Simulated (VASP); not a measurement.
# N2 in VASP: single point with LDA

Aim: the single point of N2 with LDA.

All numbers are computed with VASP 6.6.1; they aren't measurements. Logs are shortened: lines on timing, memory, paths and dates and some standing lists are left out, and cuts for length are marked.

**1. The cell of the first run**

The cell holds a molecule in a box, 2 atoms: a = 9.000 Å, b = 9.500 Å, c = 10.000 Å, α = 90.00°, β = 90.00°, γ = 90.00°.

**2. Single point, LDA**

INCAR

```
SYSTEM = N
ALGO = Normal
EDIFF = 1E-6
ENCUT = 1000
GGA_COMPAT = .False.
ISIF = 2
ISMEAR = -1
LASPH = .True.
LCHARG = .False.
LREAL = .False.
LWAVE = .False.
NBANDS = 12
NELM = 120
NELMDL = -8
PREC = Accurate
SIGMA = 0.02
```

KPOINTS

```
k-points
0
Gamma
  1 1 1
  0 0 0
```

POSCAR

```
N
1.0
    9.0000000000      0.0000000000      0.0000000000
    0.0000000000      9.5000000000      0.0000000000
    0.0000000000      0.0000000000     10.0000000000
N
2
Direct
    0.5000000000      0.5000000000      0.4453367645
    0.5000000000      0.5000000000      0.5546632355
```

Potentials or basis: VASP PAW LDA potentials, release 64 (N_h).

The run is started by

```sh
$ cat potpaw_LDA.64/N_h/POTCAR > POTCAR
$ mpirun -np 1 vasp_gam > vasp.out
```

OUTCAR:

```text
SYSTEM = N
   EDIFF = 1E-6
   ENCUT = 1000
   ISIF = 2
   ISMEAR = -1
   LASPH = .True.
   LREAL = .False.
   NELM = 120
   NELMDL = -8
   PREC = Accurate

 ion  position               nearest neighbor table
   1  0.500  0.500  0.445-   2 1.09
   2  0.500  0.500  0.555-   1 1.09

  LATTYP: Found a simple orthorhombic cell.
 ALAT       =     9.0000000000
 B/A-ratio  =     1.0555555556
 C/A-ratio  =     1.1111111111

  Lattice vectors:

 A1 = (   9.0000000000,   0.0000000000,   0.0000000000)
 A2 = (   0.0000000000,   9.5000000000,   0.0000000000)
 A3 = (   0.0000000000,   0.0000000000,  10.0000000000)

Analysis of symmetry for initial positions (statically):
=====================================================================
 Subroutine PRICEL returns:
 Original cell was already a primitive cell.

 Routine SETGRP: Setting up the symmetry group for a
 simple orthorhombic supercell.

 Subroutine GETGRP returns: Found  8 space group operations
 (whereof  8 operations were pure point group operations)
 out of a pool of  8 trial point group operations.

The static configuration has the point symmetry D_2h.

Analysis of symmetry for dynamics (positions and initial velocities):
=====================================================================
 Subroutine PRICEL returns:
 Original cell was already a primitive cell.

 Routine SETGRP: Setting up the symmetry group for a
 simple orthorhombic supercell.

 Subroutine GETGRP returns: Found  8 space group operations
 (whereof  8 operations were pure point group operations)
 out of a pool of  8 trial point group operations.

The dynamic configuration has the point symmetry D_2h.

 Subroutine INISYM returns: Found  8 space group operations
 (whereof  8 operations are pure point group operations),
 and found     1 'primitive' translations

----------------------------------------------------------------------------------------

                                     Primitive cell

  volume of cell :     855.0000

  direct lattice vectors                    reciprocal lattice vectors
     9.000000000  0.000000000  0.000000000     0.111111111  0.000000000  0.000000000
     0.000000000  9.500000000  0.000000000     0.000000000  0.105263158  0.000000000
     0.000000000  0.000000000 10.000000000     0.000000000  0.000000000  0.100000000

  length of vectors
     9.000000000  9.500000000 10.000000000     0.111111111  0.105263158  0.100000000

  position of ions in fractional coordinates (direct lattice)
     0.500000000  0.500000000  0.445336764
     0.500000000  0.500000000  0.554663236

  ion indices of the primitive-cell ions
   primitive index   ion index
                 1           1
                 2           2

----------------------------------------------------------------------------------------

 KPOINTS: k-points

Automatic generation of k-mesh.
 Grid dimensions read from file:
 generate k-points for:    1    1    1

 Generating k-lattice:

  Cartesian coordinates                     Fractional coordinates (reciprocal lattice)
     0.111111111  0.000000000  0.000000000     1.000000000  0.000000000  0.000000000
     0.000000000  0.105263158  0.000000000     0.000000000  1.000000000  0.000000000
     0.000000000  0.000000000  0.100000000     0.000000000  0.000000000  1.000000000

  Length of vectors
     0.111111111  0.105263158  0.100000000

  Shift w.r.t. Gamma in fractional coordinates (k-lattice)
     0.000000000  0.000000000  0.000000000

 Subroutine IBZKPT returns following result:
 ===========================================

 Found      1 irreducible k-points:

 Following reciprocal coordinates:
            Coordinates               Weight
  0.000000  0.000000  0.000000      1.000000
   k-points           NKPTS =      1   k-points in BZ     NKDIM =      1   number of bands    NBANDS=     12
   number of dos      NEDOS =    301   number of ions     NIONS =      2
   total plane-waves  NPLWV = ******
   dimension x,y,z NGX =    96 NGY =   98 NGZ =  108
   dimension x,y,z NGXF=   192 NGYF=  196 NGZF=  216
   ions per type =               2
   NGX,Y,Z   is equivalent  to a cutoff of  17.73, 17.15, 17.95 a.u.
   NGXF,Y,Z  is equivalent  to a cutoff of  35.47, 34.30, 35.91 a.u.
 SYSTEM =  N
   PREC   = accura    normal or accurate (medium, high low for compatibility)
   ISTART =      0    job   : 0-new  1-cont  2-samecut
   ICHARG =      2    charge: 1-file 2-atom 10-const
   ISPIN  =      1    spin polarized calculation?
   LNONCOLLINEAR =      F non collinear calculations
   LSORBIT =      F    spin-orbit coupling
   LASPH  =      T    aspherical Exc in radial PAW
   ENCUT  = 1000.0 eV  73.50 Ry    8.57 a.u.  23.21 24.50 25.78*2*pi/ulx,y,z
   NELM   =    120;   NELMIN=  2; NELMDL= -8     # of ELM steps
   EDIFF  = 0.1E-05   stopping-criterion for ELM
   LREAL  =      F    real-space projection
   EDIFFG = 0.1E-04   stopping-criterion for IOM
   NSW    =      0    number of steps for IOM
   IBRION =     -1    ionic relax: 0-MD 1-quasi-New 2-CG
   NFREE  =      0    steps in history (QN), initial steepest desc. (CG)
   ISIF   =      2    stress and relaxation
   ISYM   =      2    0-nonsym 1-usesym 2-fastsym
   POTIM  = 0.5000    time-step for ionic-motion
   TEBEG  =    0.0;   TEEND  =   0.0 temperature during run
   PSTRESS=    0.0 pullay stress
   NELECT =      10.0000    total number of electrons
   NUPDOWN=      -1.0000    fix difference up-down
   EMIN   =  10.00;   EMAX   =-10.00  energy-range for DOS
   EFERMI =   0.00;   METHOD = LEGACY
   ISMEAR =    -1;   SIGMA  =   0.02  broadening in eV -4-tet -1-fermi 0-gaus
   EFERMI_NEDOS =   21; number of points for ismear=-14 and -15
   IALGO  =     38    algorithm
   IMIX   =      4    mixing-type and parameters
     AMIX     =   0.40;   BMIX     =  1.00
     AMIX_MAG =   1.60;   BMIX_MAG =  1.00
  volume/ion in A,a.u.               =     427.50      2884.91
  Fermi-wavevector in a.u.,A,eV,Ry     =   0.371609  0.702239  1.878872  0.138093
  Thomas-Fermi vector in A             =   1.299861
   LORBIT       =      0    0 simple, 1 ext, 2 COOP (PROOUT), +10 PAW based schemes
   GGA     = CA    functional components
   LHFCALC =     F    Hartree Fock is set to
   AEXX    =    0.0000 exact exchange contribution
   IVDW    =     0    specifies the selected vdW correction
   LEPSILON=     F    determine dielectric tensor
   LRPA    =     F    only Hartree local field effects (RPA)
 non-spin polarized calculation
  energy-cutoff  :     1000.00
  volume of cell :      855.00
 maximum number of plane-waves:     30729
 NGX is ok and might be reduce to    96
   NGX = 47   NGY = 49   NGZ = 51

 number of electron      10.0000000 magnetization

 Free energy of the ion-electron system (eV)
  ---------------------------------------------------
  ext. energy  EPLUGINS =         0.00000000
  ---------------------------------------------------
  free energy    TOTEN  =       -17.63039546 eV

  energy without entropy =      -17.63039546  energy(sigma->0) =      -17.63039546

 E-fermi :  -9.6726     XC(G=0):  -0.6623

 val. band max:      -10.2033147636   @ k =   0.0000   0.0000   0.0000
 cond. band min:      -1.9498932897   @ k =   0.0000   0.0000   0.0000
 fundamental gap:      8.2534214738
 Fermi energy:        -9.6726459810

 k-point     1 :       0.0000    0.0000    0.0000
  band No.  band energies     occupation
      1     -28.1361      2.00000
      2     -13.2030      2.00000
      3     -11.7252      2.00000
      4     -11.7252      2.00000
      5     -10.2033      2.00000
      6      -1.9499      0.00000
      7      -1.9495      0.00000
      8      -0.1284      0.00000
      9       1.2734      0.00000
     10       1.3376      0.00000
     11       1.3412      0.00000
     12       1.5902      0.00000

------------------------ aborting loop because EDIFF is reached ----------------------------------------

  FORCE on cell =-STRESS in cart. coord.  units (eV):
  Direction    XX          YY          ZZ          XY          YZ          ZX
  --------------------------------------------------------------------------------------
  -------------------------------------------------------------------------------------
  Total       -0.0116424     -0.0116964      0.3244652      0.0000000      0.0000000      0.0000000
  in kB       -0.0218166     -0.0219178      0.6080126      0.0000000      0.0000000      0.0000000
  external PRESSURE =       0.1880927 kB  Pullay stress =       0.0000000 kB

 VOLUME and BASIS-vectors are now :
 -----------------------------------------------------------------------------
  energy-cutoff  :     1000.00
  volume of cell :      855.00
      direct lattice vectors                 reciprocal lattice vectors
     9.000000000  0.000000000  0.000000000     0.111111111  0.000000000  0.000000000
     0.000000000  9.500000000  0.000000000     0.000000000  0.105263158  0.000000000
     0.000000000  0.000000000 10.000000000     0.000000000  0.000000000  0.100000000

 POSITION                                       TOTAL-FORCE (eV/Angst)
 -----------------------------------------------------------------------------------
      4.50000      4.75000      4.45337         0.000000     -0.000000     -0.307547
      4.50000      4.75000      5.54663         0.000000      0.000000      0.307547
 -----------------------------------------------------------------------------------
    total drift:                                0.000000     -0.000000      0.000000

  FREE ENERGIE OF THE ION-ELECTRON SYSTEM (eV)
  ---------------------------------------------------
  free  energy   TOTEN  =       -17.6303954579 eV

  energy  without entropy=      -17.6303954579  energy(sigma->0) =      -17.63039546
```

Run time: 42 s. Hardware: 1 thread of AMD EPYC 9R45 (Zen 5), shared host; peak memory 0.93 GiB.

What came out:

| Item | Value |
| --- | --- |
| Free energy | -17.6304 eV |
| Largest force | 0.308 eV/Å |
| Gap between the frontier levels | 8.25 eV |

Forces on the atoms (eV/Å):
```
N    0.000  0.000 -0.308
N    0.000  0.000  0.308
```

Levels at points of the mesh, in eV from the valence-band top:
| k point | band 1 | band 2 | band 3 | band 4 | band 5 | band 6 | band 7 | band 8 | band 9 | band 10 |
| --- | --- | --- | --- | --- | --- | --- | --- | --- | --- | --- |
| (0.00, 0.00, 0.00) | -17.93 | -3.00 | -1.52 | -1.52 | 0.00 | 8.25 | 8.25 | 10.07 | 11.48 | 11.54 |
